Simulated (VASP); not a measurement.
# MnS (Fm-3m) in VASP: a series of runs, part 2 of 2

VASP 6.6.1. The steps go on from the part before.

### 3 Density of states, PBEsol+U, collinear spin, ferromagnetic start

POSCAR

```
MnS
1.0
    0.0000000000      2.6045000000      2.6045000000
    2.6045000000      0.0000000000      2.6045000000
    2.6045000000      2.6045000000      0.0000000000
Mn S
1 1
Direct
    0.0000000000      0.0000000000      0.0000000000
    0.5000000000      0.5000000000      0.5000000000
```

INCAR.step1

```
SYSTEM = MnS
PREC = Accurate ; ENCUT = 520
EDIFF = 1E-6 ; ISMEAR = -1
SIGMA = 0.05 ; LREAL = .False.
LASPH = .True. ; NELM = 150
ALGO = Normal ; ISIF = 2
LWAVE = .False. ; LCHARG = .True.
ISPIN = 2 ; MAGMOM = 4 0
LMAXMIX = 4 ; LDAU = .True.
LDAUTYPE = 2 ; LDAUL = 2 -1
LDAUU = 5 0 ; LDAUJ = 0 0
LDAUPRINT = 1 ; GGA = PS
NBANDS = 20
```

KPOINTS.step1

```
regular mesh
0
Gamma
  9 9 9
  0 0 0
```

INCAR.step2

```
SYSTEM = MnS
PREC = Accurate ; ENCUT = 520
EDIFF = 1E-6 ; ISMEAR = -5
SIGMA = 0.05 ; LREAL = .False.
LASPH = .True. ; NELM = 150
ALGO = Normal ; ISIF = 2
LWAVE = .False. ; LCHARG = .False.
ISPIN = 2 ; MAGMOM = 4 0
LORBIT = 11 ; LMAXMIX = 4
LDAU = .True. ; LDAUTYPE = 2
LDAUL = 2 -1 ; LDAUU = 5 0
LDAUJ = 0 0 ; LDAUPRINT = 1
GGA = PS ; NBANDS = 20
NEDOS = 2001 ; ICHARG = 11
```

KPOINTS.step2

```
regular mesh
0
Gamma
  14 14 14
  0 0 0
```

Potentials or basis: VASP PAW PBE potentials, release 64 (Mn_pv, S).

Run with:

```sh
cat potpaw_PBE.64/Mn_pv/POTCAR potpaw_PBE.64/S/POTCAR > POTCAR
cp INCAR.step1 INCAR
cp KPOINTS.step1 KPOINTS
mpirun -np 1 vasp_std > vasp.out
cp INCAR.step2 INCAR
cp KPOINTS.step2 KPOINTS
mpirun -np 1 vasp_std > vasp.out
```

OUTCAR:

```text
SYSTEM = MnS
   PREC = Accurate
   ENCUT = 520
   EDIFF = 1E-6
   ISMEAR = -5
   LREAL = .False.
   LASPH = .True.
   NELM = 150
   ISIF = 2
   ISPIN = 2
   LORBIT = 11
   GGA = PS
   ICHARG = 11

 ion  position               nearest neighbor table
   1  0.000  0.000  0.000-   2 2.60   2 2.60   2 2.60   2 2.60   2 2.60   2 2.60
   2  0.500  0.500  0.500-   1 2.60   1 2.60   1 2.60   1 2.60   1 2.60   1 2.60

  LATTYP: Found a face centered cubic cell.
 ALAT       =     5.2090000000

  Lattice vectors:

 A1 = (   0.0000000000,   2.6045000000,   2.6045000000)
 A2 = (   2.6045000000,   0.0000000000,   2.6045000000)
 A3 = (   2.6045000000,   2.6045000000,   0.0000000000)

Analysis of symmetry for initial positions (statically):
=====================================================================
 Subroutine PRICEL returns:
 Original cell was already a primitive cell.

 Routine SETGRP: Setting up the symmetry group for a
 face centered cubic supercell.

[... 233 lines left out ...]
      5       0.9719      1.00000
      6       0.9719      1.00000
[... 1097 lines left out ...]
     19      20.7202      0.00000
     20      23.3288      0.00000

 [... further k-points ...]

------------------------ aborting loop because EDIFF is reached ----------------------------------------

  FORCE on cell =-STRESS in cart. coord.  units (eV):
  Direction    XX          YY          ZZ          XY          YZ          ZX
  --------------------------------------------------------------------------------------
  -------------------------------------------------------------------------------------
  Total        0.2736099      0.2736099      0.2736099      0.0000000      0.0000000      0.0000000
  in kB       12.4062150     12.4062150     12.4062150      0.0000000      0.0000000      0.0000000
  external PRESSURE =      12.4062150 kB  Pullay stress =       0.0000000 kB

 VOLUME and BASIS-vectors are now :
 -----------------------------------------------------------------------------
  energy-cutoff  :      520.00
  volume of cell :       35.33
      direct lattice vectors                 reciprocal lattice vectors
     0.000000000  2.604500000  2.604500000    -0.191975427  0.191975427  0.191975427
     2.604500000  0.000000000  2.604500000     0.191975427 -0.191975427  0.191975427
     2.604500000  2.604500000  0.000000000     0.191975427  0.191975427 -0.191975427

 POSITION                                       TOTAL-FORCE (eV/Angst)
 -----------------------------------------------------------------------------------
      0.00000      0.00000      0.00000         0.000000      0.000000      0.000000
      2.60450      2.60450      2.60450        -0.000000     -0.000000     -0.000000
 -----------------------------------------------------------------------------------
    total drift:                               -0.000000     -0.000000      0.000000

  FREE ENERGIE OF THE ION-ELECTRON SYSTEM (eV)
  ---------------------------------------------------
  free  energy   TOTEN  =       -13.4822363400 eV

  energy  without entropy=      -13.4822363400  energy(sigma->0) =      -13.48223634

 total charge

# of ion       s       p       d       tot
------------------------------------------
    1        0.223   6.176   4.888  11.288
    2        1.315   2.443   0.000   3.758
--------------------------------------------------
tot          1.538   8.620   4.888  15.046

 magnetization (x)

# of ion       s       p       d       tot
------------------------------------------
    1        0.047   0.038   4.535   4.620
    2        0.018   0.049   0.000   0.067
--------------------------------------------------
tot          0.065   0.087   4.535   4.687
```

OUTCAR.step1:

```text
SYSTEM = MnS
   PREC = Accurate
   ENCUT = 520
   EDIFF = 1E-6
   ISMEAR = -1
   LREAL = .False.
[... 1383 lines left out ...]
      0.00000      0.00000      0.00000        -0.000000      0.000000      0.000000
      2.60450      2.60450      2.60450         0.000000     -0.000000     -0.000000
 -----------------------------------------------------------------------------------
    total drift:                               -0.000000      0.000000      0.000000

  FREE ENERGIE OF THE ION-ELECTRON SYSTEM (eV)
  ---------------------------------------------------
  free  energy   TOTEN  =       -13.4820824022 eV

  energy  without entropy=      -13.4820790902  energy(sigma->0) =      -13.48208075
```

OSZICAR.step1:

```text
N       E                     dE             d eps       ncg     rms          rms(c)
DAV:   1     0.157360190084E+03    0.15736E+03   -0.10103E+04  2824   0.974E+02
DAV:   2    -0.409775818221E+01   -0.16146E+03   -0.15134E+03  2912   0.285E+02
DAV:   3    -0.122574542390E+02   -0.81597E+01   -0.80811E+01  3300   0.697E+01
DAV:   4    -0.123545269009E+02   -0.97073E-01   -0.97018E-01  3156   0.771E+00
DAV:   5    -0.123559160011E+02   -0.13891E-02   -0.13891E-02  3168   0.968E-01    0.118E+01
DAV:   6    -0.130671430999E+02   -0.71123E+00   -0.66137E+00  3084   0.284E+01    0.127E+01
DAV:   7    -0.134278494307E+02   -0.36071E+00   -0.62049E-01  3032   0.738E+00    0.711E+00
DAV:   8    -0.134755416243E+02   -0.47692E-01   -0.80269E-02  3000   0.248E+00    0.382E+00
DAV:   9    -0.134822045506E+02   -0.66629E-02   -0.15354E-02  3172   0.141E+00    0.497E-01
DAV:  10    -0.134817851971E+02    0.41935E-03   -0.33944E-03  3072   0.678E-01    0.248E-01
DAV:  11    -0.134820307813E+02   -0.24558E-03   -0.31374E-04  3120   0.185E-01    0.116E-01
DAV:  12    -0.134820718197E+02   -0.41038E-04   -0.72218E-05  3080   0.807E-02    0.716E-02
DAV:  13    -0.134820793085E+02   -0.74888E-05   -0.10593E-05  3156   0.271E-02    0.394E-02
DAV:  14    -0.134820824340E+02   -0.31255E-05   -0.43721E-06  2972   0.213E-02    0.859E-03
DAV:  15    -0.134820824022E+02    0.31844E-07   -0.28091E-07  1584   0.482E-03
   1 F= -.13482082E+02 E0= -.13482081E+02  d E =-.331191E-05  mag=     5.0000
```

Run time: 1.9 min. Hardware: 1 thread of Intel Xeon Platinum 8259CL at 2.50GHz (Skylake/Cascade Lake), shared host; peak memory 0.24 GiB.

Results:

- Net moment: 5.00 μB per cell
- Site moments: Mn +4.62; S +0.07 μB
- Valence electrons inside the program's atomic spheres: Mn 11.29; S 3.76

Levels at points of the mesh, in eV from the valence-band top:
Spin up:
```tsv
k point	band 9	band 10	band 11	band 12	band 13	band 14	band 15	band 16
(0.00, 0.00, 0.00)	-5.21	-1.31	-1.31	-1.31	2.01	8.49	8.49	8.49
(0.50, 0.00, 0.00)	-4.83	-4.05	0.00	0.00	3.06	5.64	5.64	8.83
(0.50, 0.50, 0.00)	-4.71	-4.20	-2.99	-2.99	1.05	5.15	10.52	12.21
```
Spin down:
| k point | band 3 | band 4 | band 5 | band 6 | band 7 | band 8 | band 9 | band 10 | band 11 | band 12 |
| --- | --- | --- | --- | --- | --- | --- | --- | --- | --- | --- |
| (0.00, 0.00, 0.00) | -45.57 | -13.76 | -1.10 | -1.10 | -1.10 | 2.46 | 2.46 | 2.46 | 2.54 | 2.54 |
| (0.50, 0.00, 0.00) | -45.57 | -12.43 | -5.90 | -2.42 | -2.42 | 3.64 | 3.87 | 3.87 | 3.92 | 5.37 |
| (0.50, 0.50, 0.00) | -45.58 | -12.20 | -5.14 | -2.68 | -2.68 | 0.81 | 2.53 | 3.11 | 4.21 | 4.21 |

Eigenvalues of the final occupation matrices:
```
    site  spin  trace               eigenvalues
site 1 d     1   4.73  0.94 0.94 0.94 0.96 0.96
site 1 d     2   0.18  0.01 0.01 0.01 0.07 0.07
```

Caveat: the PAW data sets were made with another functional, which shifts forces and pressure a little; a cell with one magnetic atom can't hold antiferromagnetic order, which such compounds often take. The state reached can hang on the start; a lower one may exist.

### 4 Density of states, PBEsol+U, collinear spin, ferromagnetic start

POSCAR is that of step 3.

INCAR.step1

```
PREC = Accurate ; ENCUT = 520
EDIFF = 1E-6 ; ISMEAR = -1
SIGMA = 0.05 ; LREAL = F
LASPH = T ; NELM = 150
ALGO = Normal ; ISIF = 2
LWAVE = F ; LCHARG = T
ISPIN = 2 ; MAGMOM = 4 0
LMAXMIX = 4 ; LDAU = T
LDAUTYPE = 2 ; LDAUL = 2 -1
LDAUU = 6 0 ; LDAUJ = 0 0
LDAUPRINT = 1 ; GGA = PS
NBANDS = 20
```

KPOINTS.step1

```
Automatic mesh
0
Gamma
  9 9 9
```

INCAR.step2

```
PREC = Accurate ; ENCUT = 520
EDIFF = 1E-6 ; ISMEAR = -5
SIGMA = 0.05 ; LREAL = F
LASPH = T ; NELM = 150
ALGO = Normal ; ISIF = 2
LWAVE = F ; LCHARG = F
ISPIN = 2 ; MAGMOM = 4 0
LORBIT = 10 ; LMAXMIX = 4
LDAU = T ; LDAUTYPE = 2
LDAUL = 2 -1 ; LDAUU = 6 0
LDAUJ = 0 0 ; LDAUPRINT = 1
GGA = PS ; NBANDS = 20
NEDOS = 1001 ; ICHARG = 11
```

KPOINTS.step2

```
Automatic mesh
0
Gamma
  14 14 14
```

Run with:

```sh
cat potpaw_PBE.64/Mn_pv/POTCAR potpaw_PBE.64/S/POTCAR > POTCAR
cp INCAR.step1 INCAR
cp KPOINTS.step1 KPOINTS
mpirun -np 1 vasp_std > vasp.out
cp INCAR.step2 INCAR
cp KPOINTS.step2 KPOINTS
mpirun -np 1 vasp_std > vasp.out
```

Run time: 1.8 min. Hardware: 1 thread of Intel Xeon Platinum 8259CL at 2.50GHz (Skylake/Cascade Lake), shared host; peak memory 0.24 GiB.

Results (log left out):

- Net moment: 5.00 μB per cell
- Site moments: Mn +4.65; S +0.05 μB
- Valence electrons inside the program's atomic spheres: Mn 11.29; S 3.76

Levels at points of the mesh, in eV from the valence-band top:
Spin up:
```csv
k point,band 10,band 11,band 12,band 13,band 14,band 15
"(0.00, 0.00, 0.00)",-1.18,-1.18,-1.18,2.13,8.53,8.53
"(0.50, 0.00, 0.00)",-4.25,0.00,0.00,3.17,5.75,5.75
"(0.50, 0.50, 0.00)",-4.53,-2.87,-2.87,1.15,5.16,10.64
```
Spin down:
```
           k point  band 4  band 5  band 6  band 7  band 8  band 9  band 10  band 11
(0.00, 0.00, 0.00)  -13.65   -0.99   -0.99   -0.99    2.90    2.90     2.90     3.03
(0.50, 0.00, 0.00)  -12.32   -5.78   -2.24   -2.24    3.75    4.43     4.43     4.44
(0.50, 0.50, 0.00)  -12.08   -5.03   -2.57   -2.57    1.13    2.65     3.64     4.78
```

Eigenvalues of the final occupation matrices:
```
    site  spin  trace               eigenvalues
site 1 d     1   4.74  0.94 0.94 0.94 0.96 0.96
site 1 d     2   0.16  0.01 0.01 0.01 0.06 0.06
```

Caveat: the PAW data sets were made with another functional, which shifts forces and pressure a little; a cell with one magnetic atom can't hold antiferromagnetic order, which such compounds often take.

### 5 Single point, PBEsol+U, collinear spin, ferromagnetic start

INCAR

```
SYSTEM = MnS
PREC     = Accurate       ! precision mode
ENCUT    = 520            ! plane-wave cutoff, eV
EDIFF    = 1E-7           ! SCF threshold, eV
ISMEAR   = -1             ! smearing method
SIGMA    = 0.05           ! smearing width, eV
LREAL    = .FALSE.        ! projectors in reciprocal space
LASPH    = .TRUE.         ! aspherical terms in the spheres
NELM     = 150            ! most SCF steps
ALGO     = Normal         ! electronic algorithm
ISIF     = 2              ! what is computed and relaxed
LWAVE    = .FALSE.        ! write WAVECAR
LCHARG   = .TRUE.         ! write CHGCAR
ISPIN    = 2              ! spin polarisation
MAGMOM   = 4 0            ! initial moments
LORBIT   = 11             ! projections on sites
LMAXMIX  = 4              ! l up to which the mixer works
LDAU     = .TRUE.         ! DFT+U
LDAUTYPE = 2            
LDAUL    = 2 -1           ! shell
LDAUU    = 1 0            ! U, eV
LDAUJ    = 0 0          
LDAUPRINT= 1            
GGA      = PS             ! functional
LELF     = .TRUE.         ! ELF
LVHAR    = .TRUE.       
NBANDS   = 20             ! bands
```

KPOINTS

```
Automatic mesh
0
G
  9 9 9
  0 0 0
```

POSCAR is that of step 4.

Run with:

```sh
cat potpaw_PBE.64/Mn_pv/POTCAR potpaw_PBE.64/S/POTCAR > POTCAR
mpirun -np 1 vasp_std > vasp.out
```

It took 26 s on 1 thread of Intel Xeon Platinum 8559C (Emerald Rapids), shared host; peak memory 0.19 GiB.

It converged, with:

```yaml
Free_energy: -14.5054 eV
Pressure: -4.2 GPa
Net_moment: 4.85 μB per cell
Site_moments: Mn +4.38; S +0.11 μB
Valence_electrons_inside_the_program's_atomic_spheres: Mn 11.30; S 3.71
```

Levels at points of the mesh, in eV from the Fermi level:
Spin up:
| k point | band 8 | band 9 | band 10 | band 11 | band 12 | band 13 | band 14 | band 15 | band 16 | band 17 |
| --- | --- | --- | --- | --- | --- | --- | --- | --- | --- | --- |
| (0.00, 0.00, 0.00) | -3.81 | -3.81 | -1.86 | -1.86 | -1.86 | 1.57 | 8.40 | 8.40 | 8.40 | 10.33 |
Spin down:
```tsv
k point	band 4	band 5	band 6	band 7	band 8	band 9	band 10	band 11
(0.00, 0.00, 0.00)	-14.24	-1.60	-1.60	-1.60	0.61	0.61	0.61	0.66
```

Eigenvalues of the final occupation matrices:
| site | spin | trace | eigenvalues |
| --- | --- | --- | --- |
| site 1 d | 1 | 4.62 | 0.92 0.92 0.92 0.93 0.93 |
| site 1 d | 2 | 0.31 | 0.04 0.04 0.04 0.10 0.10 |

Caveat: the PAW data sets were made with another functional, which shifts forces and pressure a little; a cell with one magnetic atom can't hold antiferromagnetic order, which such compounds often take. The state reached can hang on the start; a lower one may exist.

### 6 Summary

| task | U | k mesh for the DOS | occupations for the DOS | moment (μB) |
| --- | --- | --- | --- | --- |
| density of states | Mn d U = 4.0 eV | 14 × 14 × 14 | tetrahedron | 5.00 |
| density of states | Mn d U = 5.0 eV | 14 × 14 × 14 | tetrahedron | 5.00 |
| density of states | Mn d U = 6.0 eV | 14 × 14 × 14 | tetrahedron | 5.00 |
| single point | Mn d U = 1.0 eV | - | - | 4.85 |

Alike in all rows: level PBEsol+U; potentials or basis VASP PAW PBE potentials, release 64 (Mn_pv, S); spin collinear, ferromagnetic start; cell as given; k mesh 9 × 9 × 9; cutoff (eV) 520; smearing fermi-dirac 0.05 eV.

Caveats: the PAW data sets were made with another functional, which shifts forces and pressure a little; a cell with one magnetic atom can't hold antiferromagnetic order, which such compounds often take.

Absolute energies hang on the potentials; compare differences alone.
